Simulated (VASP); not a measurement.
# CuSi8Ni8 (a cell with a defect) in VASP: single point with PBE

Aim: the single point of CuSi8Ni8 (a cell with a defect) with PBE.

Everything below comes from runs of VASP 6.6.1. Logs are shortened: lines on timing, memory, paths and dates and some standing lists are left out, and cuts for length are marked.

## 1. The cell of the first run

The cell holds a defect, 17 atoms: a = 6.549 Å, b = 7.599 Å, c = 6.160 Å, α = 55.66°, β = 73.38°, γ = 50.96°.

## 2. Single point, PBE

The input, INCAR:

```
SYSTEM = CuSi8Ni8
PREC = Accurate ; ENCUT = 520
EDIFF = 1E-7 ; ISMEAR = 1
SIGMA = 0.1 ; LREAL = Auto
LASPH = .TRUE. ; NELM = 60
ALGO = Normal ; ISIF = 2
LWAVE = .FALSE. ; LCHARG = .FALSE.
GGA = PE ; NBANDS = 76
```

The input, KPOINTS:

```
regular mesh
0
G
  4 4 4
  0 0 0
```

The input, POSCAR:

```
CuSi8Ni8
1.0
    0.0000000000      3.3970617500      5.5985038700
    5.1384089300      0.0000000000      5.5985038700
    5.1384089300      3.3970617500      0.0000000000
Si Ni Cu
8 8 1
Direct
    0.2572968986      0.3188193415      0.5052170592
    0.8238865908      0.8255574776      0.9386265575
    0.2031748423      0.1850129754      0.0028938286
    0.7596080412      0.6285758702      0.5593258876
    0.1755157532      0.7361576365      0.5869914341
    0.6932338512      0.2650668171      0.0692983577
    0.3439564115      0.7459763887      0.9356603043
    0.8268463087      0.2630843481      0.4185552504
    0.2357661066      0.4590066560      0.0465508104
    0.7159548201      0.9788027831      0.5267535293
    0.2778840590      0.0154435939      0.4846275439
    0.7858724677      0.5415282401      0.9766350875
    0.0534028107      0.7662490296      0.2380311027
    0.5244830159      0.2951798988      0.7091050989
    0.4733213297      0.7133274884      0.2891734940
    0.9833591303      0.1872784457      0.7791493080
    0.5840451896      1.0043225612      0.1784564046
```

Potentials or basis: VASP PAW PBE potentials, release 64 (Si, Ni, Cu).

Launch:

```sh
$ cat potpaw_PBE.64/Si/POTCAR potpaw_PBE.64/Ni/POTCAR potpaw_PBE.64/Cu/POTCAR > POTCAR
$ mpirun -np 1 vasp_std > vasp.out
```

OUTCAR:

```text
SYSTEM = CuSi8Ni8
   PREC = Accurate
   ENCUT = 520
   EDIFF = 1E-7
   ISMEAR = 1
   LREAL = Auto
   LASPH = .TRUE.
   NELM = 60
   ISIF = 2
   GGA = PE

 ion  position               nearest neighbor table
   1  0.257  0.319  0.505-  11 2.30  13 2.30  14 2.30  16 2.39  10 2.40   9 2.40   3 2.62   4 2.62

   2  0.824  0.826  0.939-  17 2.18  12 2.20  10 2.22   9 2.22  13 2.38  14 2.38   5 2.70  15 2.87
                             7 3.06   8 3.06  16 3.10
   3  0.203  0.185  0.003-  17 2.20  16 2.25  12 2.29   9 2.38  15 2.40  11 2.54  14 2.60   1 2.62
                             6 2.94   4 3.01   8 3.04   7 3.10
   4  0.760  0.629  0.559-  17 2.20  16 2.25  12 2.29  10 2.38  15 2.40  11 2.54  13 2.59   1 2.62
                             6 2.94   3 3.01   7 3.04   8 3.10
   5  0.176  0.736  0.587-  15 2.25  11 2.32   9 2.34  10 2.34  14 2.35  13 2.35   2 2.70   8 2.73
                             7 2.73
   6  0.693  0.265  0.069-  17 2.21  16 2.23  12 2.27  10 2.37   9 2.37   8 2.53   7 2.53  13 2.59
                            14 2.59   3 2.94   4 2.94
   7  0.344  0.746  0.936-  13 2.24  12 2.27  11 2.29  16 2.33  15 2.39   9 2.39   6 2.53   5 2.73
                             4 3.04   2 3.06   3 3.10
   8  0.827  0.263  0.419-  14 2.24  12 2.27  11 2.29  16 2.33  15 2.39  10 2.39   6 2.53   5 2.73
                             3 3.04   2 3.06   4 3.10
   9  0.236  0.459  0.047-   2 2.22   5 2.34   6 2.37   3 2.38   7 2.39  17 2.40   1 2.40  13 2.66
                            14 2.67  12 2.71  11 2.78
  10  0.716  0.979  0.527-   2 2.22   5 2.34   6 2.37   4 2.38   8 2.39  17 2.40   1 2.40  14 2.66
                            13 2.67  12 2.71  11 2.78
  11  0.278  0.015  0.485-   7 2.29   8 2.29   1 2.30  17 2.32   5 2.32  16 2.49   4 2.54   3 2.54
                            15 2.63  10 2.78   9 2.78
  12  0.786  0.542  0.977-   2 2.20   6 2.27   7 2.27   8 2.27   3 2.29   4 2.29  15 2.61  10 2.71
                             9 2.71  16 2.97
  13  0.053  0.766  0.238-   7 2.24   1 2.30   5 2.35   2 2.38  17 2.40   6 2.59   4 2.59  15 2.60
                             9 2.66  16 2.67  10 2.67
  14  0.524  0.295  0.709-   8 2.24   1 2.30   5 2.35   2 2.38  17 2.40   6 2.59   3 2.60  15 2.60
                            10 2.66  16 2.67   9 2.67
  15  0.473  0.713  0.289-   5 2.25   7 2.39   8 2.39   3 2.40   4 2.40  17 2.43  13 2.60  14 2.60
                            12 2.61  11 2.63   2 2.87
  16  0.983  0.187  0.779-   6 2.23   3 2.25   4 2.25   8 2.33   7 2.33   1 2.39  11 2.49  14 2.67
                            13 2.67  12 2.97   2 3.10
  17  0.584  0.004  0.178-   2 2.18   3 2.20   4 2.20   6 2.21  11 2.32  14 2.40  13 2.40   9 2.40
                            10 2.40  15 2.43

  LATTYP: Found a face centered orthorhombic cell.
 ALAT       =     6.7941235000
 B/A-ratio  =     1.5126039231
 C/A-ratio  =     1.6480430095

  Lattice vectors:

 A1 = (   5.1384089300,   0.0000000000,  -5.5985038700)
 A2 = (   0.0000000000,   3.3970617500,  -5.5985038700)
 A3 = (   5.1384089300,   3.3970617500,   0.0000000000)

Analysis of symmetry for initial positions (statically):
=====================================================================
 Subroutine PRICEL returns:
 Original cell was already a primitive cell.

 Routine SETGRP: Setting up the symmetry group for a
 face centered orthorhombic supercell.

 Subroutine GETGRP returns: Found  1 space group operations
 (whereof  1 operations were pure point group operations)
 out of a pool of  8 trial point group operations.

The static configuration has the point symmetry C_1 .

Analysis of symmetry for dynamics (positions and initial velocities):
=====================================================================
 Subroutine PRICEL returns:
 Original cell was already a primitive cell.

 Routine SETGRP: Setting up the symmetry group for a
 face centered orthorhombic supercell.

 Subroutine GETGRP returns: Found  1 space group operations
 (whereof  1 operations were pure point group operations)
 out of a pool of  8 trial point group operations.

The dynamic configuration has the point symmetry C_1 .

 Subroutine INISYM returns: Found  1 space group operations
 (whereof  1 operations are pure point group operations),
 and found     1 'primitive' translations

----------------------------------------------------------------------------------------

                                     Primitive cell

  volume of cell :     195.4493

  direct lattice vectors                    reciprocal lattice vectors
     0.000000000  3.397061750  5.598503870    -0.097306385  0.147186020  0.089309575
     5.138408930  0.000000000  5.598503870     0.097306385 -0.147186020  0.089309575
[... 57 lines left out ...]
     0.024326596  0.036796505 -0.022327394     0.000000000  0.000000000  0.250000000

  Length of vectors
     0.049439646  0.049439646  0.049439646

  Shift w.r.t. Gamma in fractional coordinates (k-lattice)
     0.000000000  0.000000000  0.000000000

 Subroutine IBZKPT returns following result:
 ===========================================

 Found     36 irreducible k-points:

 Following reciprocal coordinates:
            Coordinates               Weight
  0.000000  0.000000  0.000000      1.000000
  0.250000  0.000000  0.000000      2.000000
  0.000000  0.000000  0.250000      2.000000
 -0.250000 -0.250000 -0.250000      2.000000
  0.000000  0.250000  0.000000      2.000000
  0.500000  0.000000  0.000000      1.000000
[... 16 lines left out ...]
 -0.250000  0.000000  0.250000      2.000000
  0.250000  0.500000  0.250000      2.000000
 [... further k-points ...]
   k-points           NKPTS =     36   k-points in BZ     NKDIM =     36   number of bands    NBANDS=     76
   number of dos      NEDOS =    301   number of ions     NIONS =     17
   total plane-waves  NPLWV = 144000
   dimension x,y,z NGX =    50 NGY =   60 NGZ =   48
   dimension x,y,z NGXF=   100 NGYF=  120 NGZF=   96
   ions per type =               8   8   1
   NGX,Y,Z   is equivalent  to a cutoff of  12.69, 13.13, 12.95 a.u.
   NGXF,Y,Z  is equivalent  to a cutoff of  25.39, 26.25, 25.91 a.u.
 SYSTEM =  CuSi8Ni8
   PREC   = accura    normal or accurate (medium, high low for compatibility)
   ISTART =      0    job   : 0-new  1-cont  2-samecut
   ICHARG =      2    charge: 1-file 2-atom 10-const
   ISPIN  =      1    spin polarized calculation?
   LNONCOLLINEAR =      F non collinear calculations
   LSORBIT =      F    spin-orbit coupling
   LASPH  =      T    aspherical Exc in radial PAW
   ENCUT  =  520.0 eV  38.22 Ry    6.18 a.u.  12.18 14.13 11.45*2*pi/ulx,y,z
   NELM   =     60;   NELMIN=  2; NELMDL= -5     # of ELM steps
   EDIFF  = 0.1E-06   stopping-criterion for ELM
   LREAL  =      T    real-space projection
   EDIFFG = 0.1E-05   stopping-criterion for IOM
   NSW    =      0    number of steps for IOM
   IBRION =     -1    ionic relax: 0-MD 1-quasi-New 2-CG
   NFREE  =      0    steps in history (QN), initial steepest desc. (CG)
   ISIF   =      2    stress and relaxation
   ISYM   =      2    0-nonsym 1-usesym 2-fastsym
   POTIM  = 0.5000    time-step for ionic-motion
   TEBEG  =    0.0;   TEEND  =   0.0 temperature during run
   PSTRESS=    0.0 pullay stress
   NELECT =     123.0000    total number of electrons
   NUPDOWN=      -1.0000    fix difference up-down
   EMIN   =  10.00;   EMAX   =-10.00  energy-range for DOS
   EFERMI =   0.00;   METHOD = LEGACY
   ISMEAR =     1;   SIGMA  =   0.10  broadening in eV -4-tet -1-fermi 0-gaus
   EFERMI_NEDOS =   21; number of points for ismear=-14 and -15
   IALGO  =     38    algorithm
   IMIX   =      4    mixing-type and parameters
     AMIX     =   0.40;   BMIX     =  1.00
     AMIX_MAG =   1.60;   BMIX_MAG =  1.00
  volume/ion in A,a.u.               =      11.50        77.59
  Fermi-wavevector in a.u.,A,eV,Ry     =   1.402917  2.651128 26.778645  1.968175
  Thomas-Fermi vector in A             =   2.525631
   LORBIT       =      0    0 simple, 1 ext, 2 COOP (PROOUT), +10 PAW based schemes
   GGA     = PE    functional components
   LHFCALC =     F    Hartree Fock is set to
   AEXX    =    0.0000 exact exchange contribution
   IVDW    =     0    specifies the selected vdW correction
   LEPSILON=     F    determine dielectric tensor
   LRPA    =     F    only Hartree local field effects (RPA)
 non-spin polarized calculation
 Methfessel and Paxton  Order N= 1 SIGMA  =   0.10
  energy-cutoff  :      520.00
  volume of cell :      195.45
 maximum number of plane-waves:      5282
 NGX is ok and might be reduce to    50
   NGX = 25   NGY = 29   NGZ = 23

 number of electron     122.9999996 magnetization

 Free energy of the ion-electron system (eV)
  ---------------------------------------------------
  ext. energy  EPLUGINS =         0.00000000
  ---------------------------------------------------
  free energy    TOTEN  =       -96.64874359 eV

  energy without entropy =      -96.64245178  energy(sigma->0) =      -96.64664632

 E-fermi :  11.1464     XC(G=0): -12.4925

 val. band max:       11.1444617034   @ k =   0.5000  -0.2500   0.5000
 cond. band min:      11.1843343209   @ k =   0.2500   0.0000   0.2500
 fundamental gap:      0.0398726175
 Fermi energy:        11.1464343967

 k-point     1 :       0.0000    0.0000    0.0000
  band No.  band energies     occupation
      1      -2.3137      2.00000
      2       1.1994      2.00000
      3       1.4512      2.00000
      4       1.9824      2.00000
      5       2.1824      2.00000
      6       2.2442      2.00000
[... 1813 lines left out ...]
     72      14.2820      0.00000
     73      14.5177      0.00000

 [... further k-points ...]

 [bands above 73 left out]

------------------------ aborting loop because EDIFF is reached ----------------------------------------

  FORCE on cell =-STRESS in cart. coord.  units (eV):
  Direction    XX          YY          ZZ          XY          YZ          ZX
  --------------------------------------------------------------------------------------
  -------------------------------------------------------------------------------------
  Total       18.0063941     17.2149705     13.8759001     -0.0005818      0.0022979     -1.0554514
  in kB      147.6057414    141.1181201    113.7464010     -0.0047691      0.0188372     -8.6519649
  external PRESSURE =     134.1567542 kB  Pullay stress =       0.0000000 kB

 VOLUME and BASIS-vectors are now :
 -----------------------------------------------------------------------------
  energy-cutoff  :      520.00
  volume of cell :      195.45
      direct lattice vectors                 reciprocal lattice vectors
     0.000000000  3.397061750  5.598503870    -0.097306385  0.147186020  0.089309575
     5.138408930  0.000000000  5.598503870     0.097306385 -0.147186020  0.089309575
     5.138408930  3.397061750  0.000000000     0.097306385  0.147186020 -0.089309575

 POSITION                                       TOTAL-FORCE (eV/Angst)
 -----------------------------------------------------------------------------------
      4.23424      2.59031      3.22539        -0.000820      0.000654     -0.003976
      9.06510      5.98737      9.23442        -0.016289     -0.000379      0.000338
      0.96554      0.70003      2.17327         0.001061     -0.004987     -0.000320
      6.10393      4.48050      7.77175        -0.001004      0.005132     -0.001133
      6.79888      2.59028      5.10401         0.015978     -0.000473     -0.005077
      1.71811      2.59037      5.36505         0.011776      0.000380     -0.000326
[... 9 lines left out ...]
      4.96590      5.98735      6.55382        -0.020024      0.000138     -0.011608
      0.93919      2.59026      3.29398         0.014279      0.000264      0.011462
 -----------------------------------------------------------------------------------
    total drift:                                0.000651      0.003521     -0.000844

  FREE ENERGIE OF THE ION-ELECTRON SYSTEM (eV)
  ---------------------------------------------------
  free  energy   TOTEN  =       -96.6487435946 eV

  energy  without entropy=      -96.6424517810  energy(sigma->0) =      -96.64664632
```

Wall time 22 min (1 thread of Intel Xeon 6975P-C (Granite Rapids), shared host); peak memory 0.58 GiB.

Results:

```yaml
Free_energy: -96.6487 eV
Pressure: 13.4 GPa
Largest_force: 0.023 eV/Å
Band_gap_on_the_k_mesh: zero (an odd number of electrons rules out a gap without spin polarisation)
```

Forces on the atoms (eV/Å):
```
Si  -0.001  0.001 -0.004
Si  -0.016  0.000  0.000
Si   0.001 -0.005  0.000
Si  -0.001  0.005 -0.001
Si   0.016  0.000 -0.005
Si   0.012  0.000  0.000
Si  -0.009  0.000  0.001
Si  -0.009  0.002  0.000
Ni  -0.001  0.012  0.000
Ni   0.000 -0.013  0.000
Ni  -0.004 -0.001  0.004
Ni   0.001  0.000  0.005
Ni   0.017 -0.003 -0.007
Ni   0.016  0.002 -0.007
Ni  -0.015  0.000  0.014
Ni  -0.020  0.000 -0.012
Cu   0.014  0.000  0.011
```

Levels at points of the mesh, in eV from the Fermi level:
```csv
k point,band 59,band 60,band 61,band 62,band 63,band 64,band 65,band 66
"(0.00, 0.00, 0.00)",-1.29,-1.27,-1.07,0.26,1.02,1.84,2.13,2.61
"(0.50, 0.00, 0.00)",-1.06,-0.71,-0.48,-0.35,-0.02,0.36,0.56,0.96
"(0.00, 0.00, 0.50)",-1.06,-0.71,-0.48,-0.35,-0.02,0.36,0.56,0.96
"(0.50, 0.50, 0.50)",-1.12,-0.71,-0.42,-0.33,-0.12,0.25,0.68,1.16
"(0.00, 0.50, 0.00)",-1.12,-0.71,-0.42,-0.33,-0.12,0.25,0.68,1.16
"(0.50, 0.50, 0.00)",-1.29,-0.46,-0.29,-0.01,0.05,0.39,0.40,0.64
"(0.50, 0.00, 0.50)",-0.91,-0.68,-0.66,0.40,0.63,1.47,1.75,1.84
"(0.00, 0.50, 0.50)",-1.58,-0.40,0.09,0.62,0.75,0.97,0.99,1.08
```

Spin polarisation is off, so any magnetic state and its effect on volume and gap are missing.
